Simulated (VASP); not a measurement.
# Ti12H (a cell with a defect) in VASP: notebook

Runs on Ti12H (a cell with a defect). Level: PBE+D3(BJ). Tasks: single point.

All numbers are computed with VASP 6.6.1; they aren't measurements. Logs are shortened: lines on timing, memory, paths and dates and some standing lists are left out, and cuts for length are marked.

## 1. The cell of the first run

The cell holds a defect, 13 atoms: a = 5.900 Å, b = 8.850 Å, c = 4.685 Å, α = 90.00°, β = 90.00°, γ = 120.00°.

## 2. Single point, PBE+D3(BJ)

File INCAR:

```
  PREC = Accurate
  ENCUT = 520
  EDIFF = 1E-7
  ISMEAR = 0
  SIGMA = 0.15
  LREAL = F
  LASPH = T
  NELM = 60
  ALGO = Normal
  ISIF = 2
  LWAVE = F
  LCHARG = F
  GGA = PE
  IVDW = 12
  NBANDS = 84
```

File KPOINTS:

```
Automatic mesh
0
Gamma
  3 2 4
```

File POSCAR:

```
Ti12H
1.0
    5.9000000000      0.0000000000      0.0000000000
   -4.4250000000      7.6643250000      0.0000000000
    0.0000000000      0.0000000000      4.6846000000
Ti H
12 1
Direct
   -0.0059164128     -0.0040379290     -0.0088425906
    0.1544845252      0.2164365420      0.5055477522
   -0.0023953476      0.3306394236     -0.0008019895
    0.1663554165      0.5551706119      0.5031554455
    0.0046874119      0.6696855888      0.0023528156
    0.1690101897      0.8898924563      0.4972277249
    0.5014501888     -0.0007875449     -0.0048625283
    0.6699865802      0.2176259488      0.5075391709
    0.4976706197      0.3316071539     -0.0030815865
    0.6758501387      0.5656302414      0.5130506340
    0.4982636698      0.6671594694      0.0002004440
    0.6629006370      0.8868218662      0.4952689664
    0.5010916886      0.3355421384      0.3946332664
```

Potentials or basis: VASP PAW PBE potentials, release 64 (Ti_sv, H).

Command:

```
cat potpaw_PBE.64/Ti_sv/POTCAR potpaw_PBE.64/H/POTCAR > POTCAR
mpirun -np 1 vasp_std > vasp.out
```

OUTCAR:

```text
PREC = Accurate
   ENCUT = 520
   EDIFF = 1E-7
   ISMEAR = 0
   LREAL = F
   LASPH = T
   NELM = 60
   ISIF = 2
   GGA = PE
   IVDW = 12
 IVDW          = 12

 ion  position               nearest neighbor table
   1  0.994  0.996  0.991-   2 2.83  12 2.87   6 2.88  12 2.91  11 2.92   5 2.92
   2  0.154  0.216  0.506-  13 1.85   1 2.83   3 2.86   8 2.86   9 2.89   3 2.91  12 2.91
   3  0.998  0.331  0.999-   8 2.85   2 2.86   4 2.89   2 2.91   8 2.91
   4  0.166  0.555  0.503-  11 2.88   3 2.89   5 2.89   5 2.90  11 2.90
   5  0.005  0.670  0.002-  10 2.84   6 2.87   4 2.89   4 2.90   6 2.91   1 2.92
   6  0.169  0.890  0.497-   5 2.87   1 2.88   7 2.89  10 2.89   7 2.90   5 2.91
   7  0.501  0.999  0.995-   8 2.83   6 2.89  12 2.89  12 2.89   6 2.90
   8  0.670  0.218  0.508-  13 1.84   7 2.83   3 2.85   2 2.86   9 2.89  12 2.91   3 2.91
   9  0.498  0.332  0.997-  13 1.86   8 2.89  10 2.89   2 2.89
  10  0.676  0.566  0.513-  13 1.85  11 2.84   5 2.84  12 2.88   9 2.89   6 2.89
  11  0.498  0.667  0.000-  10 2.84  12 2.87   4 2.88   4 2.90  12 2.90   1 2.92
  12  0.663  0.887  0.495-  11 2.87   1 2.87  10 2.88   7 2.89   7 2.89  11 2.90   1 2.91   8 2.91
                             2 2.91
  13  0.501  0.336  0.395-   8 1.84   2 1.85  10 1.85   9 1.86

  LATTYP: Found a simple monoclinic cell.
 ALAT       =     5.9000000000
 B/A-ratio  =     0.7940000000
 C/A-ratio  =     1.3228756849
 COS(beta)  =    -0.1889822323

  Lattice vectors:

 A1 = (   5.9000000000,   0.0000000000,   0.0000000000)
 A2 = (   0.0000000000,   0.0000000000,   4.6846000000)
 A3 = (  -1.4750000000,  -7.6643250000,   0.0000000000)

Analysis of symmetry for initial positions (statically):
=====================================================================
 Subroutine PRICEL returns:
 Original cell was already a primitive cell.

 Routine SETGRP: Setting up the symmetry group for a
 simple monoclinic supercell.

 Subroutine GETGRP returns: Found  1 space group operations
 (whereof  1 operations were pure point group operations)
 out of a pool of  4 trial point group operations.

The static configuration has the point symmetry C_1 .

Analysis of symmetry for dynamics (positions and initial velocities):
=====================================================================
 Subroutine PRICEL returns:
 Original cell was already a primitive cell.

 Routine SETGRP: Setting up the symmetry group for a
 simple monoclinic supercell.

 Subroutine GETGRP returns: Found  1 space group operations
 (whereof  1 operations were pure point group operations)
 out of a pool of  4 trial point group operations.

The dynamic configuration has the point symmetry C_1 .

 Subroutine INISYM returns: Found  1 space group operations
 (whereof  1 operations are pure point group operations),
 and found     1 'primitive' translations

----------------------------------------------------------------------------------------

                                     Primitive cell

  volume of cell :     211.8354

  direct lattice vectors                    reciprocal lattice vectors
     5.900000000  0.000000000  0.000000000     0.169491525  0.097855976  0.000000000
    -4.425000000  7.664325000  0.000000000     0.000000000  0.130474634  0.000000000
     0.000000000  0.000000000  4.684600000     0.000000000  0.000000000  0.213465397

  length of vectors
     5.900000000  8.850000153  4.684600000     0.195711955  0.130474634  0.213465397

  position of ions in fractional coordinates (direct lattice)
     0.994083587  0.995962071  0.991157409
     0.154484525  0.216436542  0.505547752
     0.997604652  0.330639424  0.999198011
     0.166355416  0.555170612  0.503155445
     0.004687412  0.669685589  0.002352816
     0.169010190  0.889892456  0.497227725
     0.501450189  0.999212455  0.995137472
     0.669986580  0.217625949  0.507539171
     0.497670620  0.331607154  0.996918413
     0.675850139  0.565630241  0.513050634
     0.498263670  0.667159469  0.000200444
     0.662900637  0.886821866  0.495268966
     0.501091689  0.335542138  0.394633266

  ion indices of the primitive-cell ions
   primitive index   ion index
[... 50 lines left out ...]
|     Results are often still useful ...                                      |
|                                                                             |
 -----------------------------------------------------------------------------

 Subroutine IBZKPT returns following result:
 ===========================================

 Found     14 irreducible k-points:

 Following reciprocal coordinates:
            Coordinates               Weight
  0.000000  0.000000  0.000000      1.000000
  0.333333 -0.000000  0.000000      2.000000
  0.000000  0.500000  0.000000      1.000000
  0.333333  0.500000  0.000000      2.000000
  0.000000  0.000000  0.250000      2.000000
  0.333333 -0.000000  0.250000      2.000000
 -0.333333  0.000000  0.250000      2.000000
  0.000000  0.500000  0.250000      2.000000
  0.333333  0.500000  0.250000      2.000000
 -0.333333  0.500000  0.250000      2.000000
  0.000000  0.000000  0.500000      1.000000
  0.333333 -0.000000  0.500000      2.000000
  0.000000  0.500000  0.500000      1.000000
  0.333333  0.500000  0.500000      2.000000
   k-points           NKPTS =     14   k-points in BZ     NKDIM =     14   number of bands    NBANDS=     84
   number of dos      NEDOS =    301   number of ions     NIONS =     13
   total plane-waves  NPLWV = 120960
   dimension x,y,z NGX =    48 NGY =   70 NGZ =   36
   dimension x,y,z NGXF=    96 NGYF=  140 NGZF=   72
   ions per type =              12   1
   NGX,Y,Z   is equivalent  to a cutoff of  13.53, 13.15, 12.78 a.u.
   NGXF,Y,Z  is equivalent  to a cutoff of  27.05, 26.30, 25.55 a.u.
 SYSTEM =  unknown system
   PREC   = accura    normal or accurate (medium, high low for compatibility)
   ISTART =      0    job   : 0-new  1-cont  2-samecut
   ICHARG =      2    charge: 1-file 2-atom 10-const
   ISPIN  =      1    spin polarized calculation?
   LNONCOLLINEAR =      F non collinear calculations
   LSORBIT =      F    spin-orbit coupling
   LASPH  =      T    aspherical Exc in radial PAW
   ENCUT  =  520.0 eV  38.22 Ry    6.18 a.u.  10.97 16.46  8.71*2*pi/ulx,y,z
   NELM   =     60;   NELMIN=  2; NELMDL= -5     # of ELM steps
   EDIFF  = 0.1E-06   stopping-criterion for ELM
   LREAL  =      F    real-space projection
   EDIFFG = 0.1E-05   stopping-criterion for IOM
   NSW    =      0    number of steps for IOM
   IBRION =     -1    ionic relax: 0-MD 1-quasi-New 2-CG
   NFREE  =      0    steps in history (QN), initial steepest desc. (CG)
   ISIF   =      2    stress and relaxation
   ISYM   =      2    0-nonsym 1-usesym 2-fastsym
   POTIM  = 0.5000    time-step for ionic-motion
   TEBEG  =    0.0;   TEEND  =   0.0 temperature during run
   PSTRESS=    0.0 pullay stress
   NELECT =     145.0000    total number of electrons
   NUPDOWN=      -1.0000    fix difference up-down
   EMIN   =  10.00;   EMAX   =-10.00  energy-range for DOS
   EFERMI =   0.00;   METHOD = LEGACY
   ISMEAR =     0;   SIGMA  =   0.15  broadening in eV -4-tet -1-fermi 0-gaus
   EFERMI_NEDOS =   21; number of points for ismear=-14 and -15
   IALGO  =     38    algorithm
   IMIX   =      4    mixing-type and parameters
     AMIX     =   0.40;   BMIX     =  1.00
     AMIX_MAG =   1.60;   BMIX_MAG =  1.00
  volume/ion in A,a.u.               =      16.30       109.96
  Fermi-wavevector in a.u.,A,eV,Ry     =   1.442773  2.726446 28.321806  2.081594
  Thomas-Fermi vector in A             =   2.561256
   LORBIT       =      0    0 simple, 1 ext, 2 COOP (PROOUT), +10 PAW based schemes
   GGA     = PE    functional components
   LHFCALC =     F    Hartree Fock is set to
   AEXX    =    0.0000 exact exchange contribution
   IVDW    =    12    specifies the selected vdW correction
   LEPSILON=     F    determine dielectric tensor
   LRPA    =     F    only Hartree local field effects (RPA)
 non-spin polarized calculation
 Gauss-broadening in eV      SIGMA  =   0.15
  energy-cutoff  :      520.00
  volume of cell :      211.84
 maximum number of plane-waves:      5706
 NGX is ok and might be reduce to    48
   NGX = 21   NGY = 33   NGZ = 17

 number of electron     144.9999998 magnetization

 Free energy of the ion-electron system (eV)
  ---------------------------------------------------
  ext. energy  EPLUGINS =         0.00000000
  ---------------------------------------------------
  free energy    TOTEN  =       -97.77072312 eV

  energy without entropy =      -97.54301701  energy(sigma->0) =      -97.65687007

 E-fermi :   8.2676     XC(G=0): -11.4692

 val. band max:        8.2347587480   @ k =   0.3333   0.5000   0.2500
 cond. band min:       8.2735994285   @ k =   0.0000   0.5000   0.0000
 fundamental gap:      0.0388406804
 Fermi energy:         8.2676448805

 k-point     1 :       0.0000    0.0000    0.0000
  band No.  band energies     occupation
      1     -48.6507      2.00000
      2     -48.5885      2.00000
      3     -48.5651      2.00000
      4     -48.5483      2.00000
      5     -48.5270      2.00000
      6     -48.5201      2.00000
[... 1207 lines left out ...]
     83       8.7288      0.00001
     84       8.7413      0.00001

------------------------ aborting loop because EDIFF is reached ----------------------------------------

 Edisp (eV)   -7.28772

 E8    (eV) :    -3.4285

  FORCE on cell =-STRESS in cart. coord.  units (eV):
  Direction    XX          YY          ZZ          XY          YZ          ZX
  --------------------------------------------------------------------------------------
  -------------------------------------------------------------------------------------
  Total      -7.98113    -8.08410    -6.85246     0.08023     0.11465     0.01967
  in kB     -60.36379   -61.14260   -51.82728     0.60679     0.86713     0.14876
  external pressure =      -57.78 kB  Pullay stress =        0.00 kB

 VOLUME and BASIS-vectors are now :
 -----------------------------------------------------------------------------
  energy-cutoff  :      520.00
  volume of cell :      211.84
      direct lattice vectors                 reciprocal lattice vectors
     5.900000000  0.000000000  0.000000000     0.169491525  0.097855976  0.000000000
    -4.425000000  7.664325000  0.000000000     0.000000000  0.130474634  0.000000000
     0.000000000  0.000000000  4.684600000     0.000000000  0.000000000  0.213465397

 POSITION                                       TOTAL-FORCE (eV/Angst)
 -----------------------------------------------------------------------------------
      1.45796      7.63338      4.64318         0.001385     -0.000879     -0.003753
     -0.04627      1.65884      2.36829        -0.005886      0.002355      0.012713
      4.42279      2.53413      4.68084        -0.006007      0.008895     -0.002045
     -1.47513      4.25501      2.35708         0.004137     -0.000678      0.001406
     -2.93570      5.13269      0.01102         0.002451     -0.006982     -0.004963
     -2.94061      6.82043      2.32931        -0.003253     -0.009578      0.000720
     -1.46296      7.65829      4.66182        -0.001567     -0.008139      0.002678
      2.98993      1.66796      2.37762         0.008709     -0.008111      0.006627
      1.46890      2.54154      4.67016         0.002137      0.004648     -0.022073
      1.48460      4.33517      2.40344        -0.001485      0.019732      0.013037
     -0.01243      5.11333      0.00094        -0.000765      0.005860     -0.001846
     -0.01307      6.79689      2.32014         0.003028     -0.003327      0.003114
      1.47167      2.57170      1.84870        -0.002883     -0.003797     -0.005616
 -----------------------------------------------------------------------------------
    total drift:                                0.000297      0.000026     -0.000143

  FREE ENERGIE OF THE ION-ELECTRON SYSTEM (eV)
  ---------------------------------------------------
  free  energy   TOTEN  =      -105.0584411286 eV

  energy  without entropy=     -104.8307350118  energy(sigma->0) =     -104.94458807
```

Wall time 7.2 min (1 thread of AMD EPYC 9R14 (Zen 4), shared host); peak memory 0.4 GiB.

What came out:

- Free energy: -105.0584 eV
- Pressure: -5.8 GPa
- Largest force: 0.024 eV/Å
- Dispersion energy per atom: -0.561 eV

Forces in eV/Å, atoms in the order of the input:
```
Ti   0.001 -0.001 -0.004
Ti  -0.006  0.002  0.013
Ti  -0.006  0.009 -0.002
Ti   0.004 -0.001  0.001
Ti   0.002 -0.007 -0.005
Ti  -0.003 -0.010  0.001
Ti  -0.002 -0.008  0.003
Ti   0.009 -0.008  0.007
Ti   0.002  0.005 -0.022
Ti  -0.001  0.020  0.013
Ti  -0.001  0.006 -0.002
Ti   0.003 -0.003  0.003
H   -0.003 -0.004 -0.006
```

Caveat: the k points lie up to 0.41 Å⁻¹ apart.

(Part 1 of 3 ends here.)
